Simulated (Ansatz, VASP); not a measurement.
**Pt: VASP beside Ansatz**

```
CELL_PARAMETERS angstrom
1.72651 0.99680 3.20161
-1.72651 0.99680 3.20161
0.00000 -1.99360 3.20161
ATOMIC_POSITIONS crystal
Pt 0.22754 0.22754 0.22754
Pt 0.77246 0.77246 0.77246
```

Alike in both runs: task single point; functional r2SCAN; k mesh 6 × 6 × 6; occupations gaussian, width 0.1 eV; no spin polarisation.

|  | VASP | Ansatz |
| --- | --- | --- |
| version | VASP 6.6.1 | Ansatz 0.2.0 |
| potentials or method | VASP PAW PBE potentials, release 64 (Pt), cutoff 520 eV | scalar-relativistic, plane waves, PAW |
| valence electrons in the cell | 20 | 36 |

```tsv
	VASP	Ansatz	Ansatz less VASP
gap on the k mesh at the Fermi level (eV)	none	none	-
rms of the force components (eV/Å)	3.757	3.800	+0.0436
```

VASP's potentials were made for PBE, not for r2SCAN. Atom by atom the forces differ by 0.044 eV/Å (rms over components). A gap of «none» marks a metal or a gap that the smearing closes. VASP's potentials hold 20 valence electrons a cell and Ansatz's 36, so a difference there can come from the potentials and not from the codes.

The k mesh is coarse, so the values compare programs but aren't converged. Neither program's run includes spin-orbit coupling.
